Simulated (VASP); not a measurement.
NiSb (Breithauptite), 4 atoms in the cell. Symmetry: P6_3/mmc, No. 194, hexagonal system. Conventional cell: a = 3.902 Å, b = 3.902 Å, c = 5.086 Å, α = 90.00°, β = 90.00°, γ = 120.00°. Within 3.4 Å of Sb (site symmetry -6m2) lie 6 Ni at 2.59 Å and 6 Sb at 3.40 Å. Ni (site symmetry -3m) has 2 Ni at 2.54 Å and 6 Sb at 2.59 Å within 3.4 Å.  This cell differs from its parent crystal: volume scaled by 0.98.

| Quantity | Value |
| --- | --- |
| Program | VASP 6.6.1 |
| Task | single point |
| Functional | PBEsol |
| Potentials or basis | VASP PAW PBE potentials, release 64 (Sb, Ni) |
| Cutoff | 520 eV |
| k mesh | 8 × 8 × 5 |
| Occupations | fermi-dirac, width 0.05 eV |
| Spin | collinear spin, ferromagnetic start |
| Starting moments | [0.0, 0.0, 1.0, 1.0] μB |
| Dipole correction | no |
| Further INCAR settings | ALGO = Normal; EDIFF = 1e-07; NBANDS = 27 |

Potentials or basis: VASP PAW PBE potentials, release 64 (Sb, Ni).

Run with:

```console
$ cat potpaw_PBE.64/Sb/POTCAR potpaw_PBE.64/Ni/POTCAR > POTCAR
$ mpirun -np 1 vasp_std > vasp.out
```

Hardware: 1 thread of Intel Xeon 8259CL, on a shared host.

Task: Estimate the wall time of this run.

Result: It took 3.5 min on 1 thread of Intel Xeon 8259CL, on a shared host, peak memory 0.26 GiB. Counts: scf iterations 17, k points 30.
